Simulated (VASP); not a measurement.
# Ca2PbSe3 (P6/mmm) in VASP: notebook

Runs on Ca2PbSe3. Level: PBE. Tasks: single point, relaxation of cell and atoms.

All numbers are computed with VASP 6.6.1; they aren't measurements. Logs are shortened: lines on timing, memory, paths and dates and some standing lists are left out, and cuts for length are marked.

## 1. The cell of the first run

It takes space group P6/mmm (No. 191, hexagonal). The conventional cell has a = 7.411 Å, b = 7.411 Å, c = 3.864 Å, α = 90.00°, β = 90.00°, γ = 120.00°. Ca (site symmetry -6m2) has 6 Se at 2.88 Å and 2 Ca at 3.86 Å within 3.9 Å. Pb (site symmetry 6/mmm) has 2 Pb at 3.86 Å and 12 Se at 4.18 Å and 6 Ca at 4.28 Å within 5.1 Å. Within 3.9 Å of Se (site symmetry mmm) lie 4 Ca at 2.88 Å and 6 Se at 3.71 to 3.86 Å.

## 2. Single point, PBE

File INCAR:

```
SYSTEM = Ca2PbSe3
PREC = Accurate
ENCUT = 520
EDIFF = 1E-6
ISMEAR = 0
SIGMA = 0.1
LREAL = .FALSE.
LASPH = .TRUE.
NELM = 100
ALGO = Normal
ISIF = 2
LWAVE = .FALSE.
LCHARG = .FALSE.
GGA = PE
NBANDS = 35
```

File KPOINTS:

```
Automatic mesh
0
G
  6 6 10
  0 0 0
```

File POSCAR:

```
Ca2PbSe3
1.0
    7.4106438246      0.0000000000      0.0000000000
   -3.7053219123      6.4178058105      0.0000000000
    0.0000000000      0.0000000000      3.8642799480
Ca Pb Se
2 1 3
Direct
    0.3333333333      0.6666666667      0.0000000000
    0.6666666667      0.3333333333      0.0000000000
    0.0000000000      0.0000000000      0.0000000000
    0.5000000000      0.0000000000      0.5000000000
    0.5000000000      0.5000000000      0.5000000000
    0.0000000000      0.5000000000      0.5000000000
```

Potentials or basis: VASP PAW PBE potentials, release 64 (Ca_sv, Pb_d, Se).

Run with:

```
cat potpaw_PBE.64/Ca_sv/POTCAR potpaw_PBE.64/Pb_d/POTCAR potpaw_PBE.64/Se/POTCAR > POTCAR
mpirun -np 1 vasp_std > vasp.out
```

OUTCAR:

```text
SYSTEM = Ca2PbSe3
   PREC = Accurate
   ENCUT = 520
   EDIFF = 1E-6
   ISMEAR = 0
   LREAL = .FALSE.
   LASPH = .TRUE.
   NELM = 100
   ISIF = 2
   GGA = PE

 ion  position               nearest neighbor table
   1  0.333  0.667  0.000-   4 2.88   4 2.88   6 2.88   6 2.88   5 2.88   5 2.88
   2  0.667  0.333  0.000-   4 2.88   4 2.88   6 2.88   6 2.88   5 2.88   5 2.88
   3  0.000  0.000  0.000-
   4  0.500  0.000  0.500-   1 2.88   2 2.88   1 2.88   2 2.88
   5  0.500  0.500  0.500-   1 2.88   2 2.88   1 2.88   2 2.88
   6  0.000  0.500  0.500-   1 2.88   2 2.88   1 2.88   2 2.88

  LATTYP: Found a hexagonal cell.
 ALAT       =     7.4106438246
 C/A-ratio  =     0.5214499630

  Lattice vectors:

 A1 = (   7.4106438246,   0.0000000000,   0.0000000000)
 A2 = (  -3.7053219123,   6.4178058105,   0.0000000000)
 A3 = (   0.0000000000,   0.0000000000,   3.8642799480)

Analysis of symmetry for initial positions (statically):
=====================================================================
 Subroutine PRICEL returns:
 Original cell was already a primitive cell.

 Routine SETGRP: Setting up the symmetry group for a
 hexagonal supercell.

 Subroutine GETGRP returns: Found 24 space group operations
 (whereof 24 operations were pure point group operations)
 out of a pool of 24 trial point group operations.

The static configuration has the point symmetry D_6h.

Analysis of symmetry for dynamics (positions and initial velocities):
=====================================================================
 Subroutine PRICEL returns:
 Original cell was already a primitive cell.

 Routine SETGRP: Setting up the symmetry group for a
 hexagonal supercell.

 Subroutine GETGRP returns: Found 24 space group operations
 (whereof 24 operations were pure point group operations)
 out of a pool of 24 trial point group operations.

The dynamic configuration has the point symmetry D_6h.

 Subroutine INISYM returns: Found 24 space group operations
 (whereof 24 operations are pure point group operations),
 and found     1 'primitive' translations

----------------------------------------------------------------------------------------

                                     Primitive cell

  volume of cell :     183.7854

  direct lattice vectors                    reciprocal lattice vectors
     7.410643825  0.000000000  0.000000000     0.134941042  0.077908247  0.000000000
    -3.705321912  6.417805810  0.000000000     0.000000000  0.155816494  0.000000000
     0.000000000  0.000000000  3.864279948     0.000000000  0.000000000  0.258780423

  length of vectors
     7.410643825  7.410643825  3.864279948     0.155816494  0.155816494  0.258780423

  position of ions in fractional coordinates (direct lattice)
     0.333333333  0.666666667  0.000000000
     0.666666667  0.333333333  0.000000000
     0.000000000  0.000000000  0.000000000
     0.500000000  0.000000000  0.500000000
     0.500000000  0.500000000  0.500000000
     0.000000000  0.500000000  0.500000000

  ion indices of the primitive-cell ions
   primitive index   ion index
                 1           1
                 2           2
                 3           3
                 4           4
                 5           5
                 6           6

----------------------------------------------------------------------------------------

 KPOINTS: Automatic mesh

Automatic generation of k-mesh.
 Grid dimensions read from file:
 generate k-points for:    6    6   10

 Generating k-lattice:

  Cartesian coordinates                     Fractional coordinates (reciprocal lattice)
     0.022490174  0.012984708  0.000000000     0.166666667  0.000000000  0.000000000
     0.000000000  0.025969416  0.000000000     0.000000000  0.166666667  0.000000000
     0.000000000  0.000000000  0.025878042     0.000000000  0.000000000  0.100000000

  Length of vectors
     0.025969416  0.025969416  0.025878042

  Shift w.r.t. Gamma in fractional coordinates (k-lattice)
     0.000000000  0.000000000  0.000000000

 Subroutine IBZKPT returns following result:
 ===========================================

 Found     42 irreducible k-points:

 Following reciprocal coordinates:
            Coordinates               Weight
  0.000000  0.000000  0.000000      1.000000
  0.166667  0.000000  0.000000      6.000000
  0.333333 -0.000000  0.000000      6.000000
  0.500000  0.000000  0.000000      3.000000
  0.166667  0.166667  0.000000      6.000000
  0.333333  0.166667  0.000000     12.000000
[... 16 lines left out ...]
  0.166667  0.000000  0.300000     12.000000
  0.333333 -0.000000  0.300000     12.000000
 [... further k-points ...]
   k-points           NKPTS =     42   k-points in BZ     NKDIM =     42   number of bands    NBANDS=     35
   number of dos      NEDOS =    301   number of ions     NIONS =      6
   total plane-waves  NPLWV =  94080
   dimension x,y,z NGX =    56 NGY =   56 NGZ =   30
   dimension x,y,z NGXF=   112 NGYF=  112 NGZF=   60
   ions per type =               2   1   3
   NGX,Y,Z   is equivalent  to a cutoff of  12.56, 12.56, 12.91 a.u.
   NGXF,Y,Z  is equivalent  to a cutoff of  25.13, 25.13, 25.81 a.u.
 SYSTEM =  Ca2PbSe3
   PREC   = accura    normal or accurate (medium, high low for compatibility)
   ISTART =      0    job   : 0-new  1-cont  2-samecut
   ICHARG =      2    charge: 1-file 2-atom 10-const
   ISPIN  =      1    spin polarized calculation?
   LNONCOLLINEAR =      F non collinear calculations
   LSORBIT =      F    spin-orbit coupling
   LASPH  =      T    aspherical Exc in radial PAW
   ENCUT  =  520.0 eV  38.22 Ry    6.18 a.u.  13.78 13.78  7.18*2*pi/ulx,y,z
   NELM   =    100;   NELMIN=  2; NELMDL= -5     # of ELM steps
   EDIFF  = 0.1E-05   stopping-criterion for ELM
   LREAL  =      F    real-space projection
   EDIFFG = 0.1E-04   stopping-criterion for IOM
   NSW    =      0    number of steps for IOM
   IBRION =     -1    ionic relax: 0-MD 1-quasi-New 2-CG
   NFREE  =      0    steps in history (QN), initial steepest desc. (CG)
   ISIF   =      2    stress and relaxation
   ISYM   =      2    0-nonsym 1-usesym 2-fastsym
   POTIM  = 0.5000    time-step for ionic-motion
   TEBEG  =    0.0;   TEEND  =   0.0 temperature during run
   PSTRESS=    0.0 pullay stress
   NELECT =      52.0000    total number of electrons
   NUPDOWN=      -1.0000    fix difference up-down
   EMIN   =  10.00;   EMAX   =-10.00  energy-range for DOS
   EFERMI =   0.00;   METHOD = LEGACY
   ISMEAR =     0;   SIGMA  =   0.10  broadening in eV -4-tet -1-fermi 0-gaus
   EFERMI_NEDOS =   21; number of points for ismear=-14 and -15
   IALGO  =     38    algorithm
   IMIX   =      4    mixing-type and parameters
     AMIX     =   0.40;   BMIX     =  1.00
     AMIX_MAG =   1.60;   BMIX_MAG =  1.00
  volume/ion in A,a.u.               =      30.63       206.71
  Fermi-wavevector in a.u.,A,eV,Ry     =   1.074745  2.030974 15.715785  1.155078
  Thomas-Fermi vector in A             =   2.210582
   LORBIT       =      0    0 simple, 1 ext, 2 COOP (PROOUT), +10 PAW based schemes
   GGA     = PE    functional components
   LHFCALC =     F    Hartree Fock is set to
   AEXX    =    0.0000 exact exchange contribution
   IVDW    =     0    specifies the selected vdW correction
   LEPSILON=     F    determine dielectric tensor
   LRPA    =     F    only Hartree local field effects (RPA)
 non-spin polarized calculation
 Gauss-broadening in eV      SIGMA  =   0.10
  energy-cutoff  :      520.00
  volume of cell :      183.79
 maximum number of plane-waves:      4989
 NGX is ok and might be reduce to    56
   NGX = 27   NGY = 27   NGZ = 15

 number of electron      52.0000007 magnetization

 Free energy of the ion-electron system (eV)
  ---------------------------------------------------
  ext. energy  EPLUGINS =         0.00000000
  ---------------------------------------------------
  free energy    TOTEN  =       -23.70645472 eV

  energy without entropy =      -23.68093826  energy(sigma->0) =      -23.69369649

 E-fermi :   2.4977     XC(G=0):  -8.7205

 val. band max:        2.4739123100   @ k =   0.5000   0.0000   0.3000
 cond. band min:       2.5170656902   @ k =   0.5000   0.0000   0.5000
 fundamental gap:      0.0431533803
 Fermi energy:         2.4977142847

 k-point     1 :       0.0000    0.0000    0.0000
  band No.  band energies     occupation
      1     -37.0632      2.00000
      2     -37.0602      2.00000
      3     -18.1917      2.00000
      4     -18.1917      2.00000
      5     -18.1411      2.00000
      6     -18.1411      2.00000
[... 27 lines left out ...]
     34       7.2705      0.00000
     35       7.2705      0.00000

 k-point     2 :       0.1667    0.0000    0.0000
  band No.  band energies     occupation
      1     -37.0630      2.00000
      2     -37.0603      2.00000
      3     -18.1922      2.00000
      4     -18.1889      2.00000
      5     -18.1440      2.00000
      6     -18.1406      2.00000
[... 27 lines left out ...]
     34       7.2997      0.00000
     35       7.3828      0.00000

 k-point     3 :       0.3333   -0.0000    0.0000
  band No.  band energies     occupation
      1     -37.0625      2.00000
      2     -37.0608      2.00000
      3     -18.1931      2.00000
      4     -18.1821      2.00000
      5     -18.1511      2.00000
      6     -18.1396      2.00000
[... 27 lines left out ...]
     34       7.3634      0.00000
     35       7.6778      0.00000
[... 723 lines left out ...]
 k-point    23 :       0.1667    0.0000    0.3000
  band No.  band energies     occupation
      1     -37.0584      2.00000
      2     -37.0559      2.00000
      3     -18.1697      2.00000
      4     -18.1672      2.00000
      5     -18.1347      2.00000
      6     -18.1293      2.00000
[... 27 lines left out ...]
     34       7.7172      0.00000
     35       7.7487      0.00000

 k-point    24 :       0.3333   -0.0000    0.3000
  band No.  band energies     occupation
      1     -37.0580      2.00000
      2     -37.0563      2.00000
      3     -18.1705      2.00000
      4     -18.1621      2.00000
      5     -18.1390      2.00000
      6     -18.1281      2.00000
[... 27 lines left out ...]
     34       7.6620      0.00000
     35       7.7477      0.00000

 [... further k-points ...]

------------------------ aborting loop because EDIFF is reached ----------------------------------------

  FORCE on cell =-STRESS in cart. coord.  units (eV):
  Direction    XX          YY          ZZ          XY          YZ          ZX
  --------------------------------------------------------------------------------------
  -------------------------------------------------------------------------------------
  Total        0.1100995      0.1100995      0.1649063      0.0000000     -0.0000000      0.0000000
  in kB        0.9598090      0.9598090      1.4375954      0.0000000     -0.0000000      0.0000000
  external PRESSURE =       1.1190711 kB  Pullay stress =       0.0000000 kB

 VOLUME and BASIS-vectors are now :
 -----------------------------------------------------------------------------
  energy-cutoff  :      520.00
  volume of cell :      183.79
      direct lattice vectors                 reciprocal lattice vectors
     7.410643825  0.000000000  0.000000000     0.134941042  0.077908247  0.000000000
    -3.705321912  6.417805810  0.000000000     0.000000000  0.155816494  0.000000000
     0.000000000  0.000000000  3.864279948     0.000000000  0.000000000  0.258780423

 POSITION                                       TOTAL-FORCE (eV/Angst)
 -----------------------------------------------------------------------------------
     -0.00000      4.27854      0.00000        -0.000000     -0.000000     -0.000000
      3.70532      2.13927      0.00000         0.000000      0.000000      0.000000
      0.00000      0.00000      0.00000        -0.000000      0.000000      0.000000
      3.70532      0.00000      1.93214        -0.000000      0.000000      0.000000
      1.85266      3.20890      1.93214        -0.000000      0.000000      0.000000
     -1.85266      3.20890      1.93214        -0.000000      0.000000      0.000000
 -----------------------------------------------------------------------------------
    total drift:                                0.000000     -0.000000     -0.000000

  FREE ENERGIE OF THE ION-ELECTRON SYSTEM (eV)
  ---------------------------------------------------
  free  energy   TOTEN  =       -23.7064547189 eV

  energy  without entropy=      -23.6809382644  energy(sigma->0) =      -23.69369649
```

It took 8.1 min on 1 thread of Oxide Virtual Turin-like, shared host; peak memory 0.43 GiB.

Results:

* Free energy: -23.7065 eV
* Pressure: 0.1 GPa
* Band gap on the k mesh: zero (bands 26 and 27 overlap by 0.11 eV)

Caveat: semilocal functionals underestimate gaps, so a narrow gap can read as zero; spin-orbit coupling is left out, which moves the levels of the heavy elements.

## 3. Relaxation of cell and atoms, PBE

This run uses another cell than the first one, of 27.12 Å³/atom.

File INCAR:

```
PREC = Accurate ; ENCUT = 600
EDIFF = 1E-6 ; ISMEAR = 0
SIGMA = 0.1 ; LREAL = False
LASPH = True ; NELM = 100
ALGO = Normal ; ISIF = 3
LWAVE = False ; LCHARG = False
GGA = PE ; IBRION = 2
NSW = 100 ; EDIFFG = -0.01
```

File KPOINTS:

```
Automatic mesh
0
Gamma
  6 6 10
```

Changes to POSCAR since step 2:

```diff
@@ -2,5 +2,5 @@
 1.0
-    7.4106438246      0.0000000000      0.0000000000
-   -3.7053219123      6.4178058105      0.0000000000
-    0.0000000000      0.0000000000      3.8642799480
+    6.7575697726      0.0000000000      0.0000000000
+   -3.3787848863      5.8522270908      0.0000000000
+    0.0000000000      0.0000000000      4.1148050735
 Ca Pb Se
```

Potentials or basis: VASP PAW PBE potentials, release 64 (Ca_sv, Pb_d, Se).

Run with:

```
cat potpaw_PBE.64/Ca_sv/POTCAR potpaw_PBE.64/Pb_d/POTCAR potpaw_PBE.64/Se/POTCAR > POTCAR
mpirun -np 1 vasp_std > vasp.out
```

It took 30 min on 1 thread of Oxide Virtual Turin-like, shared host; peak memory 0.48 GiB.

Results (log left out):

```yaml
Free_energy: -23.7036 eV
Relaxed_volume: 30.73 Å³/atom
Relaxed_cell: a = 7.419 Å, b = 7.419 Å, c = 3.867 Å, α = 90.00°, β = 90.00°, γ = 120.00°
Space_group_after_relaxing_to_0.1_Å: P6/mmm (No. 191)
Energy_gained_by_relaxing: 84.7 meV/atom
Ionic_steps: 7
Pressure_after_relaxing: 0.0 GPa
Band_gap_on_the_k_mesh: zero (bands 26 and 27 overlap by 0.11 eV)
```

Step by step:
```csv
step,energy change (eV),largest force (eV/Å),pressure (GPa),volume (Å³)
1,0.0000,0.0000,3.05,162.73
2,-0.2740,0.0000,0.50,175.09
3,-0.3665,0.0000,-1.47,188.01
4,-0.5040,0.0000,-0.50,187.02
5,-0.5050,0.0000,-0.42,186.92
6,-0.5050,0.0000,-0.40,186.89
7,-0.5083,0.0000,0.01,184.37
```

Final structure:
```yaml
crystal:
  lattice:
    - [7.41946, 0.00000, 0.00000]
    - [-3.70973, 6.42544, 0.00000]
    - [0.00000, 0.00000, 3.86735]
  atoms:
    - { symbol: Ca, position: [0.33333, 0.66667, 0.00000] }
    - { symbol: Ca, position: [0.66667, 0.33333, 0.00000] }
    - { symbol: Pb, position: [0.00000, 0.00000, 0.00000] }
    - { symbol: Se, position: [0.50000, 0.00000, 0.50000] }
    - { symbol: Se, position: [0.50000, 0.50000, 0.50000] }
    - { symbol: Se, position: [0.00000, 0.50000, 0.50000] }
```

Levels at points of the mesh, in eV from the Fermi level:
```tsv
k point	band 23	band 24	band 25	band 26	band 27	band 28	band 29	band 30
(0.00, 0.00, 0.00)	-0.42	-0.14	-0.14	-0.09	1.67	1.67	2.49	3.53
(0.50, 0.00, 0.00)	-0.62	-0.56	-0.46	-0.26	-0.05	1.35	3.39	3.56
(0.00, 0.00, 0.50)	-2.21	-1.31	-0.05	-0.05	0.32	0.32	0.32	4.62
(0.50, 0.00, 0.50)	-1.62	-1.45	-1.06	0.02	0.13	0.61	1.40	3.55
```

Caveat: semilocal functionals underestimate gaps, so a narrow gap can read as zero; spin-orbit coupling is left out, which moves the levels of the heavy elements.
